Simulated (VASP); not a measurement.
A run of VASP 6.6.1:

Contents of POSCAR:

```
Rh
1.0
    0.0000000000      1.8978500000      1.8978500000
    1.8978500000      0.0000000000      1.8978500000
    1.8978500000      1.8978500000      0.0000000000
Rh
1
Direct
    0.0000000000      0.0000000000      0.0000000000
```

File INCAR.step1:

```
PREC = Accurate
ENCUT = 580
ISMEAR = 0
SIGMA = 0.1
LREAL = False
LASPH = True
NELM = 120
NBANDS = 14
GGA = PE
ALGO = Normal
EDIFF = 1E-5
LWAVE = True
LCHARG = False
GGA_COMPAT = False
```

INCAR.step2

```
PREC = Accurate
ENCUT = 580
EDIFF = 1E-6
ISMEAR = 0
SIGMA = 0.1
LREAL = False
LASPH = True
NELM = 120
ALGO = Normal
ISIF = 2
LWAVE = False
LCHARG = False
METAGGA = R2SCAN
LMIXTAU = True
NBANDS = 14
ISTART = 1
GGA_COMPAT = False
```

File KPOINTS:

```
regular mesh
0
Gamma
  8 8 8
```

Potentials or basis: VASP PAW PBE potentials, release 64 (Rh_sv_GW).

Launch:

```sh
$ cat potpaw_PBE.64/Rh_sv_GW/POTCAR > POTCAR
$ cp INCAR.step1 INCAR
$ mpirun -np 1 vasp_std > vasp.out
$ cp INCAR.step2 INCAR
$ mpirun -np 1 vasp_std > vasp.out
```

Hardware: 1 thread of Intel(R) Xeon(R) Platinum 8488C (Sapphire Rapids), with other jobs on the host.

Estimate the wall time of this run.

Wall time 29 s on 1 thread of Intel(R) Xeon(R) Platinum 8488C (Sapphire Rapids), on a shared host, peak memory 0.15 GiB. Counts: k points 29.
